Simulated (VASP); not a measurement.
# Mo (Fm-3m) in VASP: further runs, part 2 of 2

VASP 6.6.1. Earlier steps stand in the parts before.

## Step 3: Single point, r2SCAN (volume scaled by 1.04)

Input file POSCAR:

```
Mo
1.0
    0.0000000000      2.0204133325      2.0204133325
    2.0204133325      0.0000000000      2.0204133325
    2.0204133325      2.0204133325      0.0000000000
Mo
1
Direct
    0.0000000000      0.0000000000      0.0000000000
```

Input file INCAR.step1:

```
SYSTEM = Mo
PREC = Accurate ; ENCUT = 520
ISMEAR = -1 ; SIGMA = 0.1
LREAL = .False. ; LASPH = .True.
NELM = 60 ; NBANDS = 13
GGA = PE ; ALGO = Normal
EDIFF = 1E-4 ; LWAVE = .True.
LCHARG = .False.
```

Input file INCAR.step2:

```
SYSTEM = Mo
PREC = Accurate ; ENCUT = 520
EDIFF = 1E-7 ; ISMEAR = -1
SIGMA = 0.1 ; LREAL = .False.
LASPH = .True. ; NELM = 60
ALGO = Normal ; ISIF = 2
LWAVE = .False. ; LCHARG = .False.
METAGGA = R2SCAN ; LMIXTAU = .True.
NBANDS = 13 ; ISTART = 1
```

Input file KPOINTS:

```
regular mesh
0
Gamma
  15 15 15
  0 0 0
```

Potentials or basis: VASP PAW PBE potentials, release 64 (Mo_sv).

The run is started by

```
> cat potpaw_PBE.64/Mo_sv/POTCAR > POTCAR
> cp INCAR.step1 INCAR
> mpirun -np 1 vasp_std > vasp.out
> cp INCAR.step2 INCAR
> mpirun -np 1 vasp_std > vasp.out
```

OUTCAR:

```text
SYSTEM = Mo
   PREC = Accurate
   ENCUT = 520
   EDIFF = 1E-7
   ISMEAR = -1
   LREAL = .False.
   LASPH = .True.
   NELM = 60
   ISIF = 2
   METAGGA = R2SCAN
   ISTART = 1

 ion  position               nearest neighbor table
   1  0.000  0.000  0.000-

  LATTYP: Found a face centered cubic cell.
 ALAT       =     4.0408266650

  Lattice vectors:

 A1 = (   0.0000000000,   2.0204133325,   2.0204133325)
 A2 = (   2.0204133325,   0.0000000000,   2.0204133325)
 A3 = (   2.0204133325,   2.0204133325,   0.0000000000)

Analysis of symmetry for initial positions (statically):
=====================================================================
 Subroutine PRICEL returns:
 Original cell was already a primitive cell.

 Routine SETGRP: Setting up the symmetry group for a
 face centered cubic supercell.

 Subroutine GETGRP returns: Found 48 space group operations
 (whereof 48 operations were pure point group operations)
 out of a pool of 48 trial point group operations.

The static configuration has the point symmetry O_h .

Analysis of symmetry for dynamics (positions and initial velocities):
=====================================================================
 Subroutine PRICEL returns:
 Original cell was already a primitive cell.

 Routine SETGRP: Setting up the symmetry group for a
 face centered cubic supercell.

 Subroutine GETGRP returns: Found 48 space group operations
 (whereof 48 operations were pure point group operations)
 out of a pool of 48 trial point group operations.

The dynamic configuration has the point symmetry O_h .

 Subroutine INISYM returns: Found 48 space group operations
 (whereof 48 operations are pure point group operations),
 and found     1 'primitive' translations

----------------------------------------------------------------------------------------

                                     Primitive cell

  volume of cell :      16.4949

[... 107 lines left out ...]
  volume/ion in A,a.u.               =      16.49       111.31
  Fermi-wavevector in a.u.,A,eV,Ry     =   1.550008  2.929090 32.688336  2.402525
  Thomas-Fermi vector in A             =   2.654733
   LORBIT       =      0    0 simple, 1 ext, 2 COOP (PROOUT), +10 PAW based schemes
   METAGGA = R2SCAN    functional components
   LHFCALC =     F    Hartree Fock is set to
   AEXX    =    0.0000 exact exchange contribution
   IVDW    =     0    specifies the selected vdW correction
   LEPSILON=     F    determine dielectric tensor
   LRPA    =     F    only Hartree local field effects (RPA)
 non-spin polarized calculation
  energy-cutoff  :      520.00
  volume of cell :       16.49
 maximum number of plane-waves:       459
 NGX is ok and might be reduce to    24
   NGX = 11   NGY = 11   NGZ = 11

 number of electron      14.0000001 magnetization

 Free energy of the ion-electron system (eV)
  ---------------------------------------------------
  ext. energy  EPLUGINS =         0.00000000
  ---------------------------------------------------
  free energy    TOTEN  =       -25.60138512 eV

  energy without entropy =      -25.56098615  energy(sigma->0) =      -25.58118564

 E-fermi :  11.3101     XC(G=0): -14.2763

 val. band max:       11.2986504152   @ k =  -0.4000   0.1333   0.0000
 cond. band min:      11.3329791374   @ k =   0.2000   0.1333   0.0000
 fundamental gap:      0.0343287222
 Fermi energy:        11.3100677339

 k-point     1 :       0.0000    0.0000    0.0000
  band No.  band energies     occupation
      1     -51.3739      2.00000
      2     -23.9931      2.00000
      3     -23.9931      2.00000
      4     -23.9931      2.00000
      5       4.2366      2.00000
      6      10.5865      1.99856
      7      10.5865      1.99856
      8      10.5865      1.99856
      9      13.3969      0.00000
     10      13.3969      0.00000
     11      24.8706      0.00000
     12      30.4753      0.00000
     13      30.4753      0.00000
[... 354 lines left out ...]
  band No.  band energies     occupation
      1     -51.2966      2.00000
      2     -24.3624      2.00000
      3     -24.1085      2.00000
      4     -24.0981      2.00000
      5       5.7309      2.00000
      6       9.4143      2.00000
      7      11.3330      0.88594
      8      11.4393      0.43087
      9      12.2778      0.00013
     10      13.8310      0.00000
     11      27.6234      0.00000
     12      28.2193      0.00000
     13      31.3358      0.00000

 [... further k-points ...]
[... 5 lines left out ...]
  --------------------------------------------------------------------------------------
  -------------------------------------------------------------------------------------
  Total       -0.8302382     -0.8302382     -0.8302382     -0.0000000     -0.0000000      0.0000000
  in kB      -80.6422428    -80.6422428    -80.6422428     -0.0000000     -0.0000000      0.0000000
  external PRESSURE =     -80.6422428 kB  Pullay stress =       0.0000000 kB

 VOLUME and BASIS-vectors are now :
 -----------------------------------------------------------------------------
  energy-cutoff  :      520.00
  volume of cell :       16.49
      direct lattice vectors                 reciprocal lattice vectors
     0.000000000  2.020413332  2.020413332    -0.247474114  0.247474114  0.247474114
     2.020413332  0.000000000  2.020413332     0.247474114 -0.247474114  0.247474114
     2.020413332  2.020413332  0.000000000     0.247474114  0.247474114 -0.247474114

 POSITION                                       TOTAL-FORCE (eV/Angst)
 -----------------------------------------------------------------------------------
      0.00000      0.00000      0.00000        -0.000000      0.000000     -0.000000
 -----------------------------------------------------------------------------------
    total drift:                                0.000000     -0.000000     -0.000000

  FREE ENERGIE OF THE ION-ELECTRON SYSTEM (eV)
  ---------------------------------------------------
  free  energy   TOTEN  =       -25.6013851221 eV

  energy  without entropy=      -25.5609861524  energy(sigma->0) =      -25.58118564
```

OUTCAR.step1:

```text
SYSTEM = Mo
   PREC = Accurate
   ENCUT = 520
   ISMEAR = -1
   LREAL = .False.
   LASPH = .True.
[... 601 lines left out ...]
 -----------------------------------------------------------------------------------
      0.00000      0.00000      0.00000        -0.000000      0.000000     -0.000000
 -----------------------------------------------------------------------------------
    total drift:                               -0.000000      0.000000     -0.000000

  FREE ENERGIE OF THE ION-ELECTRON SYSTEM (eV)
  ---------------------------------------------------
  free  energy   TOTEN  =       -10.5256691783 eV

  energy  without entropy=      -10.4811522027  energy(sigma->0) =      -10.50341069
```

OSZICAR.step1:

```text
N       E                     dE             d eps       ncg     rms          rms(c)
DAV:   1     0.925286696149E+02    0.92529E+02   -0.80298E+03  3141   0.110E+03
DAV:   2    -0.996913911294E+01   -0.10250E+03   -0.98872E+02  3555   0.307E+02
DAV:   3    -0.111587067683E+02   -0.11896E+01   -0.11847E+01  3475   0.328E+01
DAV:   4    -0.111614580814E+02   -0.27513E-02   -0.27511E-02  3450   0.193E+00
DAV:   5    -0.111614761636E+02   -0.18082E-04   -0.18081E-04  3538   0.141E-01    0.125E+01
DAV:   6    -0.105992856781E+02    0.56219E+00   -0.74539E-01  3190   0.103E+01    0.320E+00
DAV:   7    -0.105294140985E+02    0.69872E-01   -0.12862E-01  3475   0.403E+00    0.852E-01
DAV:   8    -0.105256218014E+02    0.37923E-02   -0.38480E-03  3190   0.783E-01    0.160E-01
DAV:   9    -0.105256691783E+02   -0.47377E-04   -0.90735E-05  2256   0.122E-01
   1 F= -.10525669E+02 E0= -.10503411E+02  d E =-.445170E-01
```

Run time: 36 s. Hardware: 1 thread of Intel Xeon 6975P-C (Granite Rapids), shared host; peak memory 0.16 GiB.

Results:

```
Free energy            : -25.6014 eV
Pressure               : -8.1 GPa
Band gap on the k mesh : zero (band 7 reaches 15.05 eV, above the bottom of band 8 at 10.59 eV)
```

Levels at points of the mesh, in eV from the Fermi level:
```
           k point  band 3  band 4  band 5  band 6  band 7  band 8  band 9  band 10  band 11  band 12
(0.00, 0.00, 0.00)  -35.30  -35.30   -7.07   -0.72   -0.72   -0.72    2.09     2.09    13.56    19.17
```

Caveat: the PAW data sets were made with another functional, which shifts forces and pressure a little.
